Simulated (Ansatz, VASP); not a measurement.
**TiW3: VASP beside Ansatz**

```
Ti W
1.0
     5.07230    0.00000    0.00000
     0.00000    5.07230    0.00000
     0.00000    0.00000    5.07230
Ti W
2 6
Direct
  0.50000 0.50000 0.50000
  0.00000 0.00000 0.00000
  0.50000 0.25000 0.00000
  0.50000 0.75000 0.00000
  0.25000 0.00000 0.50000
  0.75000 0.00000 0.50000
  0.00000 0.50000 0.25000
  0.00000 0.50000 0.75000
```

Change from the starting cell: species swapped into the V3Ga type (Pm-3n, No. 223).

Alike in both runs: functional PBE; k mesh 8 × 8 × 8; occupations gaussian, width 0.1 eV; no spin polarisation.

Ansatz relaxed the structure, and its values are those at the end. VASP's run is a single point on that final structure, the one shown.

|  | VASP | Ansatz |
| --- | --- | --- |
| version | VASP 6.6.1 | Ansatz 0.2.0 |
| potentials or method | VASP PAW PBE potentials, release 64 (Ti_sv, W_sv), cutoff 520 eV | scalar-relativistic, plane waves, PAW |
| valence electrons in the cell | 108 | 108 |

Ansatz gave:

| Quantity | Value |
| --- | --- |
| gap on the k mesh at the Fermi level (eV) | none |
| pressure (GPa) | 0.0 |

Task: Estimate VASP's values.

Result: gap on the k mesh at the Fermi level (eV): none; pressure (GPa): 0.3.

A gap of «none» marks a metal or a gap that the smearing closes. With one functional, cell and mesh, what is left measures potentials, basis and numerics.

Neither program's run includes spin-orbit coupling.
